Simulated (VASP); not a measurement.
# Zr2Cd (Fmmm) in VASP: single point with LDA

Aim: the single point of Zr2Cd with LDA.

Program: VASP 6.6.1. These are calculated values, not measurements. Logs are shortened: lines on timing, memory, paths and dates and some standing lists are left out, and cuts for length are marked.

### 1 The cell of the first run

Symmetry: Fmmm, No. 69, orthorhombic system. The conventional cell has a = 4.365 Å, b = 4.377 Å, c = 14.000 Å, α = 90.00°, β = 90.00°, γ = 90.00°. Zr (site symmetry mm2) has 8 Zr at 3.09 to 3.15 Å and 4 Cd at 3.22 Å within 4.1 Å. Cd (site symmetry mmm) has 4 Cd at 3.09 Å and 8 Zr at 3.22 Å within 4.1 Å.

### 2 Single point, LDA

INCAR

```
PREC = Accurate ; ENCUT = 520
EDIFF = 1E-6 ; ISMEAR = -1
SIGMA = 0.05 ; LREAL = False
LASPH = True ; NELM = 100
ALGO = Normal ; ISIF = 2
LWAVE = False ; LCHARG = True
GGA = CA ; LELF = True
LVHAR = True ; NBANDS = 25
```

KPOINTS

```
Automatic mesh
0
Gamma
  11 11 11
```

POSCAR

```
Zr2Cd
1.0
    0.0000000000      2.1883400586      6.9998424303
    2.1823217250      0.0000000000      6.9998424303
    2.1823217250      2.1883400586      0.0000000000
Zr Cd
2 1
Direct
    0.1688392900      0.1688392900      0.8311607100
    0.8311607100      0.8311607100      0.1688392900
    0.5000000000      0.5000000000      0.5000000000
```

Potentials or basis: VASP PAW LDA potentials, release 64 (Zr_sv, Cd).

Run with:

```bash
> cat potpaw_LDA.64/Zr_sv/POTCAR potpaw_LDA.64/Cd/POTCAR > POTCAR
> mpirun -np 1 vasp_std > vasp.out
```

OUTCAR:

```text
PREC = Accurate
   ENCUT = 520
   EDIFF = 1E-6
   ISMEAR = -1
   LREAL = False
   LASPH = True
   NELM = 100
   ISIF = 2
   GGA = CA

 ion  position               nearest neighbor table
   1  0.169  0.169  0.831-   2 3.15   2 3.15   2 3.15   2 3.15   3 3.22   3 3.22   3 3.22   3 3.22

   2  0.831  0.831  0.169-   1 3.15   1 3.15   1 3.15   1 3.15   3 3.22   3 3.22   3 3.22   3 3.22

   3  0.500  0.500  0.500-   1 3.22   1 3.22   2 3.22   2 3.22   2 3.22   1 3.22   1 3.22   2 3.22

  LATTYP: Found a face centered orthorhombic cell.
 ALAT       =     4.3646434500
 B/A-ratio  =     1.0027577664
 C/A-ratio  =     3.2075208481

  Lattice vectors:

 A1 = (   0.0000000000,   2.1883400586,   6.9998424303)
 A2 = (   2.1823217250,   0.0000000000,   6.9998424303)
 A3 = (   2.1823217250,   2.1883400586,   0.0000000000)

Analysis of symmetry for initial positions (statically):
=====================================================================
 Subroutine PRICEL returns:
 Original cell was already a primitive cell.

 Routine SETGRP: Setting up the symmetry group for a
 face centered orthorhombic supercell.

 Subroutine GETGRP returns: Found  8 space group operations
 (whereof  8 operations were pure point group operations)
 out of a pool of  8 trial point group operations.

The static configuration has the point symmetry D_2h.

Analysis of symmetry for dynamics (positions and initial velocities):
=====================================================================
 Subroutine PRICEL returns:
 Original cell was already a primitive cell.

 Routine SETGRP: Setting up the symmetry group for a
 face centered orthorhombic supercell.

 Subroutine GETGRP returns: Found  8 space group operations
 (whereof  8 operations were pure point group operations)
 out of a pool of  8 trial point group operations.

The dynamic configuration has the point symmetry D_2h.

 Subroutine INISYM returns: Found  8 space group operations
 (whereof  8 operations are pure point group operations),
 and found     1 'primitive' translations

----------------------------------------------------------------------------------------

                                     Primitive cell

  volume of cell :      66.8578

  direct lattice vectors                    reciprocal lattice vectors
     0.000000000  2.188340059  6.999842430    -0.229113789  0.228483685  0.071430179
     2.182321725  0.000000000  6.999842430     0.229113789 -0.228483685  0.071430179
     2.182321725  2.188340059  0.000000000     0.229113789  0.228483685 -0.071430179

  length of vectors
     7.333936614  7.332143081  3.090527515     0.331361122  0.331361122  0.331361122

  position of ions in fractional coordinates (direct lattice)
     0.168839290  0.168839290  0.831160710
     0.831160710  0.831160710  0.168839290
     0.500000000  0.500000000  0.500000000

  ion indices of the primitive-cell ions
   primitive index   ion index
                 1           1
                 2           2
                 3           3

----------------------------------------------------------------------------------------

 KPOINTS: Automatic mesh

Automatic generation of k-mesh.
 Grid dimensions read from file:
 generate k-points for:   11   11   11

 Generating k-lattice:

  Cartesian coordinates                     Fractional coordinates (reciprocal lattice)
    -0.020828526  0.020771244  0.006493653     0.090909091  0.000000000  0.000000000
     0.020828526 -0.020771244  0.006493653     0.000000000  0.090909091  0.000000000
     0.020828526  0.020771244 -0.006493653    -0.000000000 -0.000000000  0.090909091

  Length of vectors
     0.030123738  0.030123738  0.030123738

  Shift w.r.t. Gamma in fractional coordinates (k-lattice)
     0.000000000  0.000000000  0.000000000

 Subroutine IBZKPT returns following result:
 ===========================================

 Found    216 irreducible k-points:

 Following reciprocal coordinates:
            Coordinates               Weight
  0.000000  0.000000  0.000000      1.000000
  0.090909 -0.000000 -0.000000      8.000000
  0.181818 -0.000000 -0.000000      8.000000
  0.272727 -0.000000 -0.000000      8.000000
  0.363636 -0.000000 -0.000000      8.000000
  0.454545 -0.000000 -0.000000      8.000000
[... 16 lines left out ...]
 -0.272727  0.181818  0.000000      8.000000
 -0.181818  0.181818  0.000000      4.000000
 [... further k-points ...]
   k-points           NKPTS =    216   k-points in BZ     NKDIM =    216   number of bands    NBANDS=     25
   number of dos      NEDOS =    301   number of ions     NIONS =      3
   total plane-waves  NPLWV =  75264
   dimension x,y,z NGX =    56 NGY =   56 NGZ =   24
   dimension x,y,z NGXF=   112 NGYF=  112 NGZF=   48
   ions per type =               2   1
   NGX,Y,Z   is equivalent  to a cutoff of  12.69, 12.70, 12.91 a.u.
   NGXF,Y,Z  is equivalent  to a cutoff of  25.39, 25.39, 25.82 a.u.
 SYSTEM =  unknown system
   PREC   = accura    normal or accurate (medium, high low for compatibility)
   ISTART =      0    job   : 0-new  1-cont  2-samecut
   ICHARG =      2    charge: 1-file 2-atom 10-const
   ISPIN  =      1    spin polarized calculation?
   LNONCOLLINEAR =      F non collinear calculations
   LSORBIT =      F    spin-orbit coupling
   LASPH  =      T    aspherical Exc in radial PAW
   ENCUT  =  520.0 eV  38.22 Ry    6.18 a.u.  13.64 13.63  5.75*2*pi/ulx,y,z
   NELM   =    100;   NELMIN=  2; NELMDL= -5     # of ELM steps
   EDIFF  = 0.1E-05   stopping-criterion for ELM
   LREAL  =      F    real-space projection
   EDIFFG = 0.1E-04   stopping-criterion for IOM
   NSW    =      0    number of steps for IOM
   IBRION =     -1    ionic relax: 0-MD 1-quasi-New 2-CG
   NFREE  =      0    steps in history (QN), initial steepest desc. (CG)
   ISIF   =      2    stress and relaxation
   ISYM   =      2    0-nonsym 1-usesym 2-fastsym
   POTIM  = 0.5000    time-step for ionic-motion
   TEBEG  =    0.0;   TEEND  =   0.0 temperature during run
   PSTRESS=    0.0 pullay stress
   NELECT =      36.0000    total number of electrons
   NUPDOWN=      -1.0000    fix difference up-down
   EMIN   =  10.00;   EMAX   =-10.00  energy-range for DOS
   EFERMI =   0.00;   METHOD = LEGACY
   ISMEAR =    -1;   SIGMA  =   0.05  broadening in eV -4-tet -1-fermi 0-gaus
   EFERMI_NEDOS =   21; number of points for ismear=-14 and -15
   IALGO  =     38    algorithm
   IMIX   =      4    mixing-type and parameters
     AMIX     =   0.40;   BMIX     =  1.00
     AMIX_MAG =   1.60;   BMIX_MAG =  1.00
  volume/ion in A,a.u.               =      22.29       150.39
  Fermi-wavevector in a.u.,A,eV,Ry     =   1.331859  2.516849 24.134687  1.773849
  Thomas-Fermi vector in A             =   2.460838
   LORBIT       =      0    0 simple, 1 ext, 2 COOP (PROOUT), +10 PAW based schemes
   GGA     = CA    functional components
   LHFCALC =     F    Hartree Fock is set to
   AEXX    =    0.0000 exact exchange contribution
   IVDW    =     0    specifies the selected vdW correction
   LEPSILON=     F    determine dielectric tensor
   LRPA    =     F    only Hartree local field effects (RPA)
 non-spin polarized calculation
  energy-cutoff  :      520.00
  volume of cell :       66.86
 maximum number of plane-waves:      1818
   NGX = 27   NGY = 27   NGZ = 11

 number of electron      36.0000003 magnetization

 Free energy of the ion-electron system (eV)
  ---------------------------------------------------
  ext. energy  EPLUGINS =         0.00000000
  ---------------------------------------------------
  free energy    TOTEN  =       -20.50182897 eV

  energy without entropy =      -20.47559550  energy(sigma->0) =      -20.48871223

 E-fermi :   6.7927     XC(G=0): -11.4115

 val. band max:        6.7879250736   @ k =   0.2727   0.0000   0.2727
 cond. band min:       6.7947915688   @ k =   0.1818  -0.1818   0.0909
 fundamental gap:      0.0068664952
 Fermi energy:         6.7927488938

 k-point     1 :       0.0000    0.0000    0.0000
  band No.  band energies     occupation
      1     -41.6324      2.00000
      2     -41.5185      2.00000
      3     -20.0620      2.00000
      4     -19.5094      2.00000
      5     -19.4832      2.00000
      6     -19.4802      2.00000
[... 17 lines left out ...]
     24      10.6946      0.00000
     25      11.0653      0.00000

 k-point     2 :       0.0909   -0.0000   -0.0000
  band No.  band energies     occupation
      1     -41.6243      2.00000
      2     -41.5150      2.00000
      3     -20.0503      2.00000
      4     -19.5933      2.00000
      5     -19.4729      2.00000
      6     -19.4581      2.00000
[... 17 lines left out ...]
     24      10.8296      0.00000
     25      11.2286      0.00000

 k-point     3 :       0.1818   -0.0000   -0.0000
  band No.  band energies     occupation
      1     -41.6021      2.00000
      2     -41.5059      2.00000
      3     -20.0250      2.00000
      4     -19.7552      2.00000
      5     -19.5012      2.00000
      6     -19.4572      2.00000
[... 17 lines left out ...]
     24      11.1185      0.00000
     25      11.1439      0.00000

 k-point     4 :       0.2727   -0.0000   -0.0000
  band No.  band energies     occupation
      1     -41.5711      2.00000
      2     -41.4959      2.00000
      3     -20.0270      2.00000
      4     -19.9474      2.00000
      5     -19.6441      2.00000
      6     -19.4767      2.00000
[... 17 lines left out ...]
     24      10.7071      0.00000
     25      11.4618      0.00000
[... 477 lines left out ...]
 k-point    22 :      -0.3636    0.1818    0.0000
  band No.  band energies     occupation
      1     -41.5113      2.00000
      2     -41.4949      2.00000
      3     -20.2040      2.00000
      4     -20.1945      2.00000
      5     -19.6280      2.00000
      6     -19.5689      2.00000
[... 17 lines left out ...]
     24      10.7832      0.00000
     25      11.1063      0.00000

 k-point    23 :      -0.2727    0.1818    0.0000
  band No.  band energies     occupation
      1     -41.5114      2.00000
      2     -41.4949      2.00000
      3     -20.2020      2.00000
      4     -20.1961      2.00000
      5     -19.6309      2.00000
      6     -19.5665      2.00000
[... 17 lines left out ...]
     24      10.8517      0.00000
     25      11.1029      0.00000

 k-point    24 :      -0.1818    0.1818    0.0000
  band No.  band energies     occupation
      1     -41.5384      2.00000
      2     -41.4905      2.00000
      3     -20.1120      2.00000
      4     -20.1089      2.00000
      5     -19.6777      2.00000
      6     -19.5133      2.00000
[... 17 lines left out ...]
     24      10.6838      0.00000
     25      11.3524      0.00000

 [... further k-points ...]
[... 5 lines left out ...]
  --------------------------------------------------------------------------------------
  -------------------------------------------------------------------------------------
  Total       -2.6616081     -2.6909700     -2.5359225     -0.0000000      0.0000000      0.0000000
  in kB      -63.7826925    -64.4863186    -60.7707659     -0.0000000      0.0000000      0.0000000
  external PRESSURE =     -63.0132590 kB  Pullay stress =       0.0000000 kB

 VOLUME and BASIS-vectors are now :
 -----------------------------------------------------------------------------
  energy-cutoff  :      520.00
  volume of cell :       66.86
      direct lattice vectors                 reciprocal lattice vectors
     0.000000000  2.188340059  6.999842430    -0.229113789  0.228483685  0.071430179
     2.182321725  0.000000000  6.999842430     0.229113789 -0.228483685  0.071430179
     2.182321725  2.188340059  0.000000000     0.229113789  0.228483685 -0.071430179

 POSITION                                       TOTAL-FORCE (eV/Angst)
 -----------------------------------------------------------------------------------
      2.18232      2.18834      2.36370         0.000000      0.000000      0.014138
      2.18232      2.18834     11.63599         0.000000      0.000000     -0.014138
      2.18232      2.18834      6.99984         0.000000      0.000000      0.000000
 -----------------------------------------------------------------------------------
    total drift:                                0.000000      0.000000      0.000000

  FREE ENERGIE OF THE ION-ELECTRON SYSTEM (eV)
  ---------------------------------------------------
  free  energy   TOTEN  =       -20.5018289652 eV

  energy  without entropy=      -20.4755955006  energy(sigma->0) =      -20.48871223
```

Run time: 3.9 min. Hardware: 1 thread of Intel Xeon Platinum 8559C (Emerald Rapids), shared host; peak memory 0.46 GiB.

Results:

| Property | Result |
| --- | --- |
| Free energy | -20.5018 eV |
| Pressure | -6.3 GPa |
| Largest force | 0.014 eV/Å |
| Band gap on the k mesh | zero (bands 18 and 19 overlap by 0.47 eV) |

Forces on the atoms (eV/Å):
```
Zr   0.000  0.000  0.014
Zr   0.000  0.000 -0.014
Cd   0.000  0.000  0.000
```

Levels at points of the mesh, in eV from the Fermi level:
```csv
k point,band 14,band 15,band 16,band 17,band 18,band 19,band 20,band 21,band 22,band 23
"(0.00, 0.00, 0.00)",-6.99,-3.37,-2.62,-1.71,-0.22,-0.17,2.02,2.11,2.13,3.90
```

Caveat: the cell stands under tension.
